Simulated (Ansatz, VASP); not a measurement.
MgI2: VASP beside Ansatz

```
CELL_PARAMETERS angstrom
0.00000 3.72584 3.72584
3.72584 0.00000 3.72584
3.72584 3.72584 0.00000
ATOMIC_POSITIONS crystal
Mg 0.00000 0.00000 0.00000
I 0.25000 0.25000 0.25000
I 0.75000 0.75000 0.75000
```

Alike in both runs: task single point; functional PBE; k mesh 6 × 6 × 6; no spin polarisation.

|  | VASP | Ansatz |
| --- | --- | --- |
| version | VASP 6.6.1 | Ansatz 0.2.0 |
| potentials or method | VASP PAW PBE potentials, release 64 (Mg, I) | plane waves, PAW |
| plane-wave cutoff (eV) | 520 | 420 |
| occupations | gaussian, width 0.01 eV | fixed |
| valence electrons in the cell | 16 | 44 |

```tsv
	VASP	Ansatz	Ansatz less VASP
gap on the k mesh at the Fermi level (eV)	0.63	0.65	+0.027
pressure (GPa)	0.9	1.0	+0.04
```

VASP's potentials hold 16 valence electrons a cell and Ansatz's 44, so a difference there can come from the potentials and not from the codes.

Spin-orbit coupling is off throughout.
